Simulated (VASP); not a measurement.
# SbSe2 (Fd-3m) in VASP: a series of runs

SbSe2 is run at these levels: PBE; tasks: single point.

All numbers are computed with VASP 6.6.1; they aren't measurements. Logs are shortened: lines on timing, memory, paths and dates and some standing lists are left out, and cuts for length are marked.

## Step 1: The cell of the first run

The structure is cubic, space group Fd-3m (No. 227). The conventional cell has a = 8.279 Å, b = 8.279 Å, c = 8.279 Å, α = 90.00°, β = 90.00°, γ = 90.00°. Sb (site symmetry -43m) has 12 Se at 3.43 Å and 4 Sb at 3.58 Å within 4.5 Å. Se (site symmetry -3m) has 6 Se at 2.93 Å and 6 Sb at 3.43 Å within 3.9 Å.

## Step 2: Single point, PBE

Input file INCAR:

```
  PREC = Accurate
  ENCUT = 520
  EDIFF = 1E-6
  ISMEAR = 0
  SIGMA = 0.1
  LREAL = F
  LASPH = T
  NELM = 80
  ALGO = Normal
  ISIF = 2
  LWAVE = F
  LCHARG = F
  GGA = PE
  NBANDS = 26
```

Input file KPOINTS:

```
regular mesh
0
Gamma
  4 4 4
```

Input file POSCAR:

```
SbSe2
1.0
    0.0000000000      4.1394541900      4.1394541900
    4.1394541900      0.0000000000      4.1394541900
    4.1394541900      4.1394541900      0.0000000000
Sb Se
2 4
Direct
    0.5000000000      0.5000000000      0.5000000000
    0.7500000000      0.7500000000      0.7500000000
    0.1250000000      0.1250000000      0.1250000000
    0.6250000000      0.1250000000      0.1250000000
    0.1250000000      0.1250000000      0.6250000000
    0.1250000000      0.6250000000      0.1250000000
```

Potentials or basis: VASP PAW PBE potentials, release 64 (Sb, Se).

Run with:

```
$ cat potpaw_PBE.64/Sb/POTCAR potpaw_PBE.64/Se/POTCAR > POTCAR
$ mpirun -np 1 vasp_std > vasp.out
```

OUTCAR:

```text
PREC = Accurate
   ENCUT = 520
   EDIFF = 1E-6
   ISMEAR = 0
   LREAL = F
   LASPH = T
   NELM = 80
   ISIF = 2
   GGA = PE

 ion  position               nearest neighbor table
   1  0.500  0.500  0.500-   2 3.58   2 3.58   2 3.58   2 3.58
   2  0.750  0.750  0.750-   1 3.58   1 3.58   1 3.58   1 3.58
   3  0.125  0.125  0.125-
   4  0.625  0.125  0.125-
   5  0.125  0.125  0.625-
   6  0.125  0.625  0.125-

  LATTYP: Found a face centered cubic cell.
 ALAT       =     8.2789083800

  Lattice vectors:

 A1 = (   0.0000000000,   4.1394541900,   4.1394541900)
 A2 = (   4.1394541900,   0.0000000000,   4.1394541900)
 A3 = (   4.1394541900,   4.1394541900,   0.0000000000)

Analysis of symmetry for initial positions (statically):
=====================================================================
 Subroutine PRICEL returns:
 Original cell was already a primitive cell.

 Routine SETGRP: Setting up the symmetry group for a
 face centered cubic supercell.

 Subroutine GETGRP returns: Found 48 space group operations
 (whereof 24 operations were pure point group operations)
 out of a pool of 48 trial point group operations.

The static configuration has the point symmetry T_d .
 The point group associated with its full space group is O_h .

Analysis of symmetry for dynamics (positions and initial velocities):
=====================================================================
 Subroutine PRICEL returns:
 Original cell was already a primitive cell.

 Routine SETGRP: Setting up the symmetry group for a
 face centered cubic supercell.

 Subroutine GETGRP returns: Found 48 space group operations
 (whereof 24 operations were pure point group operations)
 out of a pool of 48 trial point group operations.

The dynamic configuration has the point symmetry T_d .
 The point group associated with its full space group is O_h .

 Subroutine INISYM returns: Found 48 space group operations
 (whereof 24 operations are pure point group operations),
 and found     1 'primitive' translations

----------------------------------------------------------------------------------------

                                     Primitive cell

  volume of cell :     141.8598

  direct lattice vectors                    reciprocal lattice vectors
     0.000000000  4.139454190  4.139454190    -0.120788871  0.120788871  0.120788871
     4.139454190  0.000000000  4.139454190     0.120788871 -0.120788871  0.120788871
     4.139454190  4.139454190  0.000000000     0.120788871  0.120788871 -0.120788871

  length of vectors
     5.854072256  5.854072256  5.854072256     0.209212462  0.209212462  0.209212462

  position of ions in fractional coordinates (direct lattice)
     0.500000000  0.500000000  0.500000000
     0.750000000  0.750000000  0.750000000
     0.125000000  0.125000000  0.125000000
     0.625000000  0.125000000  0.125000000
     0.125000000  0.125000000  0.625000000
     0.125000000  0.625000000  0.125000000

  ion indices of the primitive-cell ions
   primitive index   ion index
                 1           1
                 2           2
                 3           3
                 4           4
                 5           5
                 6           6

----------------------------------------------------------------------------------------

 KPOINTS: regular mesh

Automatic generation of k-mesh.
 Grid dimensions read from file:
 generate k-points for:    4    4    4

 Generating k-lattice:

  Cartesian coordinates                     Fractional coordinates (reciprocal lattice)
    -0.030197218  0.030197218  0.030197218     0.250000000  0.000000000  0.000000000
     0.030197218 -0.030197218  0.030197218     0.000000000  0.250000000  0.000000000
     0.030197218  0.030197218 -0.030197218     0.000000000  0.000000000  0.250000000

  Length of vectors
     0.052303116  0.052303116  0.052303116

  Shift w.r.t. Gamma in fractional coordinates (k-lattice)
     0.000000000  0.000000000  0.000000000

 Subroutine IBZKPT returns following result:
 ===========================================

 Found      8 irreducible k-points:

 Following reciprocal coordinates:
            Coordinates               Weight
  0.000000  0.000000  0.000000      1.000000
  0.250000  0.000000  0.000000      8.000000
  0.500000  0.000000  0.000000      4.000000
  0.250000  0.250000  0.000000      6.000000
  0.500000  0.250000  0.000000     24.000000
 -0.250000  0.250000  0.000000     12.000000
  0.500000  0.500000  0.000000      3.000000
 -0.250000  0.500000  0.250000      6.000000
   k-points           NKPTS =      8   k-points in BZ     NKDIM =      8   number of bands    NBANDS=     26
   number of dos      NEDOS =    301   number of ions     NIONS =      6
   total plane-waves  NPLWV = 110592
   dimension x,y,z NGX =    48 NGY =   48 NGZ =   48
   dimension x,y,z NGXF=    96 NGYF=   96 NGZF=   96
   ions per type =               2   4
   NGX,Y,Z   is equivalent  to a cutoff of  13.63, 13.63, 13.63 a.u.
   NGXF,Y,Z  is equivalent  to a cutoff of  27.26, 27.26, 27.26 a.u.
 SYSTEM =  unknown system
   PREC   = accura    normal or accurate (medium, high low for compatibility)
   ISTART =      0    job   : 0-new  1-cont  2-samecut
   ICHARG =      2    charge: 1-file 2-atom 10-const
   ISPIN  =      1    spin polarized calculation?
   LNONCOLLINEAR =      F non collinear calculations
   LSORBIT =      F    spin-orbit coupling
   LASPH  =      T    aspherical Exc in radial PAW
   ENCUT  =  520.0 eV  38.22 Ry    6.18 a.u.  10.88 10.88 10.88*2*pi/ulx,y,z
   NELM   =     80;   NELMIN=  2; NELMDL= -5     # of ELM steps
   EDIFF  = 0.1E-05   stopping-criterion for ELM
   LREAL  =      F    real-space projection
   EDIFFG = 0.1E-04   stopping-criterion for IOM
   NSW    =      0    number of steps for IOM
   IBRION =     -1    ionic relax: 0-MD 1-quasi-New 2-CG
   NFREE  =      0    steps in history (QN), initial steepest desc. (CG)
   ISIF   =      2    stress and relaxation
   ISYM   =      2    0-nonsym 1-usesym 2-fastsym
   POTIM  = 0.5000    time-step for ionic-motion
   TEBEG  =    0.0;   TEEND  =   0.0 temperature during run
   PSTRESS=    0.0 pullay stress
   NELECT =      34.0000    total number of electrons
   NUPDOWN=      -1.0000    fix difference up-down
   EMIN   =  10.00;   EMAX   =-10.00  energy-range for DOS
   EFERMI =   0.00;   METHOD = LEGACY
   ISMEAR =     0;   SIGMA  =   0.10  broadening in eV -4-tet -1-fermi 0-gaus
   EFERMI_NEDOS =   21; number of points for ismear=-14 and -15
   IALGO  =     38    algorithm
   IMIX   =      4    mixing-type and parameters
     AMIX     =   0.40;   BMIX     =  1.00
     AMIX_MAG =   1.60;   BMIX_MAG =  1.00
  volume/ion in A,a.u.               =      23.64       159.55
  Fermi-wavevector in a.u.,A,eV,Ry     =   1.016907  1.921676 14.069793  1.034101
  Thomas-Fermi vector in A             =   2.150278
   LORBIT       =      0    0 simple, 1 ext, 2 COOP (PROOUT), +10 PAW based schemes
   GGA     = PE    functional components
   LHFCALC =     F    Hartree Fock is set to
   AEXX    =    0.0000 exact exchange contribution
   IVDW    =     0    specifies the selected vdW correction
   LEPSILON=     F    determine dielectric tensor
   LRPA    =     F    only Hartree local field effects (RPA)
 non-spin polarized calculation
 Gauss-broadening in eV      SIGMA  =   0.10
  energy-cutoff  :      520.00
  volume of cell :      141.86
 maximum number of plane-waves:      3839
 NGX is ok and might be reduce to    48
   NGX = 21   NGY = 21   NGZ = 21

 number of electron      34.0000002 magnetization

 Free energy of the ion-electron system (eV)
  ---------------------------------------------------
  ext. energy  EPLUGINS =         0.00000000
  ---------------------------------------------------
  free energy    TOTEN  =       -18.32429918 eV

  energy without entropy =      -18.30471224  energy(sigma->0) =      -18.31450571

 E-fermi :   6.2223     XC(G=0): -10.2229

 val. band max:        6.1432581640   @ k =  -0.2500   0.2500   0.0000
 cond. band min:       6.2621485066   @ k =  -0.2500   0.2500   0.0000
 fundamental gap:      0.1188903425
 Fermi energy:         6.2223467811

 k-point     1 :       0.0000    0.0000    0.0000
  band No.  band energies     occupation
      1      -9.2661      2.00000
      2      -5.8387      2.00000
      3      -5.8387      2.00000
      4      -5.8387      2.00000
      5      -3.1848      2.00000
      6      -1.8553      2.00000
[... 18 lines left out ...]
     25      12.7341      0.00000
     26      13.0396      0.00000

 k-point     2 :       0.2500    0.0000    0.0000
  band No.  band energies     occupation
      1      -8.9958      2.00000
      2      -6.5122      2.00000
      3      -5.8749      2.00000
      4      -5.8749      2.00000
      5      -3.3387      2.00000
      6      -1.9439      2.00000
[... 18 lines left out ...]
     25      13.2511      0.00000
     26      13.8252      0.00000

 k-point     3 :       0.5000    0.0000    0.0000
  band No.  band energies     occupation
      1      -8.5471      2.00000
      2      -7.2926      2.00000
      3      -5.9098      2.00000
      4      -5.9098      2.00000
      5      -3.3932      2.00000
      6      -2.2581      2.00000
[... 18 lines left out ...]
     25      11.9440      0.00000
     26      12.8488      0.00000

 k-point     4 :       0.2500    0.2500    0.0000
  band No.  band energies     occupation
      1      -8.8961      2.00000
      2      -6.6101      2.00000
      3      -5.9382      2.00000
      4      -5.9382      2.00000
      5      -3.4068      2.00000
      6      -2.2335      2.00000
[... 18 lines left out ...]
     25      12.7222      0.00000
     26      13.7588      0.00000

 k-point     5 :       0.5000    0.2500    0.0000
  band No.  band energies     occupation
      1      -8.3843      2.00000
      2      -7.3617      2.00000
      3      -6.1004      2.00000
      4      -5.9727      2.00000
      5      -3.2906      2.00000
      6      -2.6999      2.00000
[... 18 lines left out ...]
     25      12.5626      0.00000
     26      12.8491      0.00000

 k-point     6 :      -0.2500    0.2500    0.0000
  band No.  band energies     occupation
      1      -8.5942      2.00000
      2      -7.0923      2.00000
      3      -6.1137      2.00000
      4      -5.9112      2.00000
      5      -3.2671      2.00000
      6      -2.4612      2.00000
[... 18 lines left out ...]
     25      12.7328      0.00000
     26      12.8749      0.00000

 k-point     7 :       0.5000    0.5000    0.0000
  band No.  band energies     occupation
      1      -7.8960      2.00000
      2      -7.8960      2.00000
      3      -6.0327      2.00000
      4      -6.0327      2.00000
      5      -3.2320      2.00000
      6      -3.2320      2.00000
[... 18 lines left out ...]
     25      13.3881      0.00000
     26      13.4028      0.00000

 k-point     8 :      -0.2500    0.5000    0.2500
  band No.  band energies     occupation
      1      -7.8766      2.00000
      2      -7.8766      2.00000
      3      -6.1141      2.00000
      4      -6.1141      2.00000
      5      -3.0469      2.00000
      6      -3.0469      2.00000
[... 18 lines left out ...]
     25      12.6852      0.00000
     26      12.6852      0.00000

------------------------ aborting loop because EDIFF is reached ----------------------------------------

  FORCE on cell =-STRESS in cart. coord.  units (eV):
  Direction    XX          YY          ZZ          XY          YZ          ZX
  --------------------------------------------------------------------------------------
  -------------------------------------------------------------------------------------
  Total        0.0517708      0.0517708      0.0517708      0.0000000     -0.0000000     -0.0000000
  in kB        0.5847047      0.5847047      0.5847047      0.0000000     -0.0000000     -0.0000000
  external PRESSURE =       0.5847047 kB  Pullay stress =       0.0000000 kB

 VOLUME and BASIS-vectors are now :
 -----------------------------------------------------------------------------
  energy-cutoff  :      520.00
  volume of cell :      141.86
      direct lattice vectors                 reciprocal lattice vectors
     0.000000000  4.139454190  4.139454190    -0.120788871  0.120788871  0.120788871
     4.139454190  0.000000000  4.139454190     0.120788871 -0.120788871  0.120788871
     4.139454190  4.139454190  0.000000000     0.120788871  0.120788871 -0.120788871

 POSITION                                       TOTAL-FORCE (eV/Angst)
 -----------------------------------------------------------------------------------
      4.13945      4.13945      4.13945         0.000000     -0.000000     -0.000000
      6.20918      6.20918      6.20918        -0.000000      0.000000      0.000000
      1.03486      1.03486      1.03486        -0.000000      0.000000      0.000000
      1.03486      3.10459      3.10459        -0.000000      0.000000      0.000000
      3.10459      3.10459      1.03486        -0.000000      0.000000      0.000000
      3.10459      1.03486      3.10459        -0.000000      0.000000      0.000000
 -----------------------------------------------------------------------------------
    total drift:                                0.000000      0.000000      0.000000

  FREE ENERGIE OF THE ION-ELECTRON SYSTEM (eV)
  ---------------------------------------------------
  free  energy   TOTEN  =       -18.3242991836 eV

  energy  without entropy=      -18.3047122372  energy(sigma->0) =      -18.31450571
```

Run time: 20 s. Hardware: 1 thread of Intel Xeon 6975P-C (Granite Rapids), shared host; peak memory 0.32 GiB.

What came out:

| Property | Result |
| --- | --- |
| Free energy | -18.3243 eV |
| Pressure | 0.1 GPa |
| Band gap on the k mesh | zero (band 17 reaches 7.30 eV, above the bottom of band 18 at 6.05 eV) |

Levels at points of the mesh, in eV from the Fermi level:
| k point | band 12 | band 13 | band 14 | band 15 | band 16 | band 17 | band 18 | band 19 | band 20 | band 21 |
| --- | --- | --- | --- | --- | --- | --- | --- | --- | --- | --- |
| (0.00, 0.00, 0.00) | -3.71 | -2.31 | -2.31 | -2.31 | 1.08 | 1.08 | 1.08 | 1.26 | 1.26 | 1.26 |
| (0.50, 0.00, 0.00) | -2.35 | -2.33 | -2.33 | -1.83 | -1.07 | 0.31 | 0.31 | 1.15 | 1.39 | 2.13 |
| (0.50, 0.50, 0.00) | -2.13 | -2.11 | -2.11 | -1.96 | -1.96 | 0.21 | 0.21 | 0.65 | 0.65 | 0.87 |

Caveat: spin-orbit coupling is left out, which moves the levels of the heavy elements.

## Step 3: Single point, PBE

This run uses another cell than the first one, of 23.22 Å³/atom, 0.982 times its volume.

Input file INCAR:

```
SYSTEM = SbSe2
PREC     = Accurate       ! precision mode
ENCUT    = 520            ! plane-wave cutoff, eV
EDIFF    = 1E-7           ! SCF threshold, eV
ISMEAR   = 0              ! smearing method
SIGMA    = 0.1            ! smearing width, eV
LREAL    = .FALSE.        ! projectors in reciprocal space
LASPH    = .TRUE.         ! aspherical terms in the spheres
NELM     = 100            ! most SCF steps
ALGO     = Normal         ! electronic algorithm
ISIF     = 2              ! what is computed and relaxed
LWAVE    = .FALSE.        ! write WAVECAR
LCHARG   = .TRUE.         ! write CHGCAR
GGA      = PE             ! functional
LELF     = .TRUE.         ! ELF
LVHAR    = .TRUE.       
NBANDS   = 26             ! bands
```

Input file KPOINTS:

```
regular mesh
0
G
  8 8 8
  0 0 0
```

POSCAR: that of step 2 with these lines changed.

```diff
@@ -2,5 +2,5 @@
 1.0
-    0.0000000000      4.1394541900      4.1394541900
-    4.1394541900      0.0000000000      4.1394541900
-    4.1394541900      4.1394541900      0.0000000000
+    0.0000000000      4.1148621064      4.1148621064
+    4.1148621064      0.0000000000      4.1148621064
+    4.1148621064      4.1148621064      0.0000000000
 Sb Se
```

Potentials or basis: VASP PAW PBE potentials, release 64 (Sb, Se).

Run with:

```
$ cat potpaw_PBE.64/Sb/POTCAR potpaw_PBE.64/Se/POTCAR > POTCAR
$ mpirun -np 1 vasp_std > vasp.out
```

Wall time 68 s (1 thread of Intel Xeon 6975P-C (Granite Rapids), shared host); peak memory 0.34 GiB.

The run converged. Its results:

```
Free energy            : -18.6756 eV
Pressure               : -0.1 GPa
Band gap on the k mesh : zero (band 17 reaches 7.50 eV, above the bottom of band 18 at 6.11 eV)
```

Levels at points of the mesh, in eV from the Fermi level:
```
           k point  band 15  band 16  band 17  band 18  band 19  band 20
(0.00, 0.00, 0.00)    -2.41     1.01     1.01     1.01     1.21     1.21
(0.50, 0.00, 0.00)    -1.92    -1.11     0.26     0.26     1.08     1.40
(0.50, 0.50, 0.00)    -2.10    -2.10     0.16     0.16     0.60     0.60
```

Caveat: spin-orbit coupling is left out, which moves the levels of the heavy elements.
